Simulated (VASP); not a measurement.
# CaSn3Se4: single point with r2SCAN

The system is CaSn3Se4.

```
Sn Se Ca
1.0
     5.88123    0.00000    0.00000
     0.00000    5.88123    0.00000
     0.00000    0.00000    5.88123
Sn Se Ca
3 4 1
Direct
  0.50000 0.00000 0.00000
  0.00000 0.50000 0.00000
  0.00000 0.00000 0.50000
  0.00000 0.50000 0.50000
  0.50000 0.00000 0.50000
  0.50000 0.50000 0.00000
  0.00000 0.00000 0.00000
  0.50000 0.50000 0.50000
```

This cell differs from its parent crystal: volume changed by -6%.

| Property | Result |
| --- | --- |
| Program | VASP 6.6.1 |
| Task | single point |
| Functional | r2SCAN |
| Potentials or basis | VASP PAW PBE potentials, release 64 (Sn_d, Se, Ca_sv) |
| Cutoff | 520 eV |
| k mesh | 4 × 4 × 4 |
| Occupations | fermi-dirac, width 0.02 eV |
| Spin | no spin polarisation |
| Dipole correction | no |
| Further INCAR settings | ALGO = Normal; EDIFF = 1e-06; NBANDS = 48 |

* Pressure: 3.7 GPa
* Band gap on the k mesh: zero (filled and empty bands touch)

Levels at points of the mesh, in eV from the Fermi level:
| k point | band 34 | band 35 | band 36 | band 37 | band 38 | band 39 | band 40 | band 41 | band 42 | band 43 |
| --- | --- | --- | --- | --- | --- | --- | --- | --- | --- | --- |
| (0.00, 0.00, 0.00) | -3.99 | -3.99 | -2.59 | -2.59 | -2.59 | 1.59 | 1.59 | 1.59 | 3.23 | 3.63 |
| (0.50, 0.00, 0.00) | -3.02 | -3.02 | -1.92 | -1.75 | -1.24 | 1.27 | 1.72 | 1.90 | 1.90 | 3.22 |
| (0.50, 0.50, 0.00) | -2.85 | -2.85 | -1.07 | -0.70 | -0.70 | 0.63 | 1.07 | 1.22 | 1.22 | 1.38 |
| (0.50, 0.50, 0.50) | -2.72 | -2.72 | -0.27 | -0.01 | -0.01 | -0.01 | 0.40 | 0.40 | 0.40 | 0.85 |

Run time: 2.5 min on 1 thread of Intel(R) Xeon(R) 6975P-C (Granite Rapids) (shared host), peak memory 0.41 GiB.

Caveat: the PAW data sets were made with another functional, which shifts forces and pressure a little; spin-orbit coupling is left out, which moves the levels of the heavy elements.
